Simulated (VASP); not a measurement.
# Sn (Fd-3m) in VASP: a series of runs

Aim: see how the results for Sn move with the level of theory and the settings. Levels: PBE, LDA, r2SCAN. Tasks: single point.

All numbers are computed with VASP 6.6.1; they aren't measurements. Logs are shortened: lines on timing, memory, paths and dates and some standing lists are left out, and cuts for length are marked.

## Step 1: The cell of the first run

Symmetry: Fd-3m, No. 227, cubic system. The conventional cell has a = 6.569 Å, b = 6.569 Å, c = 6.569 Å, α = 90.00°, β = 90.00°, γ = 90.00°. Within 3.7 Å of Sn (site symmetry -43m) lie 4 Sn at 2.84 Å.

## Step 2: Single point, PBE

Input file INCAR:

```
SYSTEM = Sn
  PREC = Accurate
  ENCUT = 520
  EDIFF = 1E-6
  ISMEAR = -1
  SIGMA = 0.02
  LREAL = .FALSE.
  LASPH = .TRUE.
  NELM = 100
  ALGO = Normal
  ISIF = 2
  LWAVE = .FALSE.
  LCHARG = .TRUE.
  GGA = PE
  LELF = .TRUE.
  LVHAR = .TRUE.
  NBANDS = 21
```

Input file KPOINTS:

```
Automatic mesh
0
G
  6 6 6
  0 0 0
```

Input file POSCAR:

```
Sn
1.0
    0.0000000000      3.2844880277      3.2844880277
    3.2844880277      0.0000000000      3.2844880277
    3.2844880277      3.2844880277      0.0000000000
Sn
2
Direct
    0.0000000000      0.0000000000      0.0000000000
    0.2500000000      0.2500000000      0.2500000000
```

Potentials or basis: VASP PAW PBE potentials, release 64 (Sn_d).

Started as:

```console
> cat potpaw_PBE.64/Sn_d/POTCAR > POTCAR
> mpirun -np 1 vasp_std > vasp.out
```

OUTCAR:

```text
SYSTEM = Sn
   PREC = Accurate
   ENCUT = 520
   EDIFF = 1E-6
   ISMEAR = -1
   LREAL = .FALSE.
   LASPH = .TRUE.
   NELM = 100
   ISIF = 2
   GGA = PE

 ion  position               nearest neighbor table
   1  0.000  0.000  0.000-   2 2.84   2 2.84   2 2.84   2 2.84
   2  0.250  0.250  0.250-   1 2.84   1 2.84   1 2.84   1 2.84

  LATTYP: Found a face centered cubic cell.
 ALAT       =     6.5689760554

  Lattice vectors:

 A1 = (   0.0000000000,   3.2844880277,   3.2844880277)
 A2 = (   3.2844880277,   0.0000000000,   3.2844880277)
 A3 = (   3.2844880277,   3.2844880277,   0.0000000000)

Analysis of symmetry for initial positions (statically):
=====================================================================
 Subroutine PRICEL returns:
 Original cell was already a primitive cell.

 Routine SETGRP: Setting up the symmetry group for a
 face centered cubic supercell.

 Subroutine GETGRP returns: Found 48 space group operations
 (whereof 24 operations were pure point group operations)
 out of a pool of 48 trial point group operations.

The static configuration has the point symmetry T_d .
 The point group associated with its full space group is O_h .

Analysis of symmetry for dynamics (positions and initial velocities):
=====================================================================
 Subroutine PRICEL returns:
 Original cell was already a primitive cell.

 Routine SETGRP: Setting up the symmetry group for a
 face centered cubic supercell.

 Subroutine GETGRP returns: Found 48 space group operations
 (whereof 24 operations were pure point group operations)
 out of a pool of 48 trial point group operations.

The dynamic configuration has the point symmetry T_d .
 The point group associated with its full space group is O_h .

 Subroutine INISYM returns: Found 48 space group operations
 (whereof 24 operations are pure point group operations),
 and found     1 'primitive' translations

----------------------------------------------------------------------------------------

                                     Primitive cell

  volume of cell :      70.8652

  direct lattice vectors                    reciprocal lattice vectors
     0.000000000  3.284488028  3.284488028    -0.152230727  0.152230727  0.152230727
     3.284488028  0.000000000  3.284488028     0.152230727 -0.152230727  0.152230727
     3.284488028  3.284488028  0.000000000     0.152230727  0.152230727 -0.152230727

  length of vectors
     4.644967514  4.644967514  4.644967514     0.263671353  0.263671353  0.263671353

  position of ions in fractional coordinates (direct lattice)
     0.000000000  0.000000000  0.000000000
     0.250000000  0.250000000  0.250000000

  ion indices of the primitive-cell ions
   primitive index   ion index
                 1           1
                 2           2

----------------------------------------------------------------------------------------

 KPOINTS: Automatic mesh

Automatic generation of k-mesh.
 Grid dimensions read from file:
 generate k-points for:    6    6    6

 Generating k-lattice:

  Cartesian coordinates                     Fractional coordinates (reciprocal lattice)
    -0.025371788  0.025371788  0.025371788     0.166666667  0.000000000  0.000000000
     0.025371788 -0.025371788  0.025371788     0.000000000  0.166666667  0.000000000
     0.025371788  0.025371788 -0.025371788     0.000000000  0.000000000  0.166666667

  Length of vectors
     0.043945226  0.043945226  0.043945226

  Shift w.r.t. Gamma in fractional coordinates (k-lattice)
     0.000000000  0.000000000  0.000000000

 Subroutine IBZKPT returns following result:
 ===========================================

 Found     16 irreducible k-points:

 Following reciprocal coordinates:
            Coordinates               Weight
  0.000000  0.000000  0.000000      1.000000
  0.166667  0.000000  0.000000      8.000000
  0.333333  0.000000  0.000000      8.000000
  0.500000  0.000000  0.000000      4.000000
  0.166667  0.166667  0.000000      6.000000
  0.333333  0.166667  0.000000     24.000000
[... 8 lines left out ...]
 -0.333333  0.333333  0.166667     24.000000
 -0.333333  0.500000  0.166667     12.000000
   k-points           NKPTS =     16   k-points in BZ     NKDIM =     16   number of bands    NBANDS=     21
   number of dos      NEDOS =    301   number of ions     NIONS =      2
   total plane-waves  NPLWV =  46656
   dimension x,y,z NGX =    36 NGY =   36 NGZ =   36
   dimension x,y,z NGXF=    72 NGYF=   72 NGZF=   72
   ions per type =               2
   NGX,Y,Z   is equivalent  to a cutoff of  12.88, 12.88, 12.88 a.u.
   NGXF,Y,Z  is equivalent  to a cutoff of  25.77, 25.77, 25.77 a.u.
 SYSTEM =  Sn
   PREC   = accura    normal or accurate (medium, high low for compatibility)
   ISTART =      0    job   : 0-new  1-cont  2-samecut
   ICHARG =      2    charge: 1-file 2-atom 10-const
   ISPIN  =      1    spin polarized calculation?
   LNONCOLLINEAR =      F non collinear calculations
   LSORBIT =      F    spin-orbit coupling
   LASPH  =      T    aspherical Exc in radial PAW
   ENCUT  =  520.0 eV  38.22 Ry    6.18 a.u.   8.64  8.64  8.64*2*pi/ulx,y,z
   NELM   =    100;   NELMIN=  2; NELMDL= -5     # of ELM steps
   EDIFF  = 0.1E-05   stopping-criterion for ELM
   LREAL  =      F    real-space projection
   EDIFFG = 0.1E-04   stopping-criterion for IOM
   NSW    =      0    number of steps for IOM
   IBRION =     -1    ionic relax: 0-MD 1-quasi-New 2-CG
   NFREE  =      0    steps in history (QN), initial steepest desc. (CG)
   ISIF   =      2    stress and relaxation
   ISYM   =      2    0-nonsym 1-usesym 2-fastsym
   POTIM  = 0.5000    time-step for ionic-motion
   TEBEG  =    0.0;   TEEND  =   0.0 temperature during run
   PSTRESS=    0.0 pullay stress
   NELECT =      28.0000    total number of electrons
   NUPDOWN=      -1.0000    fix difference up-down
   EMIN   =  10.00;   EMAX   =-10.00  energy-range for DOS
   EFERMI =   0.00;   METHOD = LEGACY
   ISMEAR =    -1;   SIGMA  =   0.02  broadening in eV -4-tet -1-fermi 0-gaus
   EFERMI_NEDOS =   21; number of points for ismear=-14 and -15
   IALGO  =     38    algorithm
   IMIX   =      4    mixing-type and parameters
     AMIX     =   0.40;   BMIX     =  1.00
     AMIX_MAG =   1.60;   BMIX_MAG =  1.00
  volume/ion in A,a.u.               =      35.43       239.11
  Fermi-wavevector in a.u.,A,eV,Ry     =   1.201295  2.270119 19.634713  1.443111
  Thomas-Fermi vector in A             =   2.337108
   LORBIT       =      0    0 simple, 1 ext, 2 COOP (PROOUT), +10 PAW based schemes
   GGA     = PE    functional components
   LHFCALC =     F    Hartree Fock is set to
   AEXX    =    0.0000 exact exchange contribution
   IVDW    =     0    specifies the selected vdW correction
   LEPSILON=     F    determine dielectric tensor
   LRPA    =     F    only Hartree local field effects (RPA)
 non-spin polarized calculation
  energy-cutoff  :      520.00
  volume of cell :       70.87
 maximum number of plane-waves:      1932
 NGX is ok and might be reduce to    36
   NGX = 17   NGY = 17   NGZ = 17

 number of electron      27.9999984 magnetization

 Free energy of the ion-electron system (eV)
  ---------------------------------------------------
  ext. energy  EPLUGINS =         0.00000000
  ---------------------------------------------------
  free energy    TOTEN  =        -7.64666355 eV

  energy without entropy =       -7.64614543  energy(sigma->0) =       -7.64640449

 E-fermi :   5.1929     XC(G=0):  -8.7108

 val. band max:        4.9350523492   @ k =   0.1667   0.0000   0.0000
 cond. band min:       5.1929352429   @ k =   0.5000   0.0000   0.0000
 fundamental gap:      0.2578828937
 Fermi energy:         5.1928830918

 k-point     1 :       0.0000    0.0000    0.0000
  band No.  band energies     occupation
      1     -16.3438      2.00000
      2     -16.3438      2.00000
      3     -16.3438      2.00000
      4     -16.2893      2.00000
      5     -16.2893      2.00000
      6     -16.0088      2.00000
[... 13 lines left out ...]
     20      13.1395      0.00000
     21      13.1395      0.00000

 k-point     2 :       0.1667    0.0000    0.0000
  band No.  band energies     occupation
      1     -16.3584      2.00000
      2     -16.3584      2.00000
      3     -16.3379      2.00000
      4     -16.2681      2.00000
      5     -16.2681      2.00000
      6     -16.0376      2.00000
[... 13 lines left out ...]
     20      12.1463      0.00000
     21      12.1463      0.00000

 k-point     3 :       0.3333    0.0000    0.0000
  band No.  band energies     occupation
      1     -16.3727      2.00000
      2     -16.3727      2.00000
      3     -16.3254      2.00000
      4     -16.2426      2.00000
      5     -16.2426      2.00000
      6     -16.0593      2.00000
[... 13 lines left out ...]
     20      12.5390      0.00000
     21      12.5390      0.00000

 k-point     4 :       0.5000    0.0000    0.0000
  band No.  band energies     occupation
      1     -16.3768      2.00000
      2     -16.3768      2.00000
      3     -16.3188      2.00000
      4     -16.2345      2.00000
      5     -16.2345      2.00000
      6     -16.0653      2.00000
[... 13 lines left out ...]
     20      13.8523      0.00000
     21      13.9493      0.00000

 k-point     5 :       0.1667    0.1667    0.0000
  band No.  band energies     occupation
      1     -16.3570      2.00000
      2     -16.3570      2.00000
      3     -16.3512      2.00000
      4     -16.2697      2.00000
      5     -16.2438      2.00000
      6     -16.0790      2.00000
[... 13 lines left out ...]
     20      11.7978      0.00000
     21      13.4444      0.00000
[... 190 lines left out ...]
     20      14.3218      0.00000
     21      15.5409      0.00000

 k-point    14 :       0.5000    0.3333    0.1667
  band No.  band energies     occupation
      1     -16.3959      2.00000
      2     -16.3907      2.00000
      3     -16.2890      2.00000
      4     -16.2167      2.00000
      5     -16.1747      2.00000
      6     -16.1488      2.00000
[... 13 lines left out ...]
     20      13.2089      0.00000
     21      14.8962      0.00000

 k-point    15 :      -0.3333    0.3333    0.1667
  band No.  band energies     occupation
      1     -16.4083      2.00000
      2     -16.3951      2.00000
      3     -16.2593      2.00000
      4     -16.1927      2.00000
      5     -16.1661      2.00000
      6     -16.1534      2.00000
[... 13 lines left out ...]
     20      14.4671      0.00000
     21      14.8299      0.00000

 k-point    16 :      -0.3333    0.5000    0.1667
  band No.  band energies     occupation
      1     -16.4028      2.00000
      2     -16.4028      2.00000
      3     -16.2308      2.00000
      4     -16.2308      2.00000
      5     -16.1483      2.00000
      6     -16.1483      2.00000
[... 13 lines left out ...]
     20      14.1109      0.00000
     21      15.3397      0.00000

------------------------ aborting loop because EDIFF is reached ----------------------------------------

  FORCE on cell =-STRESS in cart. coord.  units (eV):
  Direction    XX          YY          ZZ          XY          YZ          ZX
  --------------------------------------------------------------------------------------
  -------------------------------------------------------------------------------------
  Total        0.6813652      0.6813652      0.6813652      0.0000000      0.0000000      0.0000000
  in kB       15.4048508     15.4048508     15.4048508      0.0000000      0.0000000      0.0000000
  external PRESSURE =      15.4048508 kB  Pullay stress =       0.0000000 kB

 VOLUME and BASIS-vectors are now :
 -----------------------------------------------------------------------------
  energy-cutoff  :      520.00
  volume of cell :       70.87
      direct lattice vectors                 reciprocal lattice vectors
     0.000000000  3.284488028  3.284488028    -0.152230727  0.152230727  0.152230727
     3.284488028  0.000000000  3.284488028     0.152230727 -0.152230727  0.152230727
     3.284488028  3.284488028  0.000000000     0.152230727  0.152230727 -0.152230727

 POSITION                                       TOTAL-FORCE (eV/Angst)
 -----------------------------------------------------------------------------------
      0.00000      0.00000      0.00000        -0.000000      0.000000     -0.000000
      1.64224      1.64224      1.64224         0.000000     -0.000000      0.000000
 -----------------------------------------------------------------------------------
    total drift:                                0.000000      0.000000      0.000000

  FREE ENERGIE OF THE ION-ELECTRON SYSTEM (eV)
  ---------------------------------------------------
  free  energy   TOTEN  =        -7.6466635463 eV

  energy  without entropy=       -7.6461454304  energy(sigma->0) =       -7.64640449
```

It took 15 s on 1 thread of AMD EPYC 9R45 (Zen 5), shared host; peak memory 0.17 GiB.

Results:

```yaml
Free_energy: -7.6467 eV
Pressure: 1.5 GPa
Band_gap_on_the_k_mesh: zero (band 14 reaches 5.36 eV, above the bottom of band 15 at 5.19 eV)
```

Caveat: spin-orbit coupling is left out, which moves the levels of the heavy elements.

(Continued in part 2 of 3.)
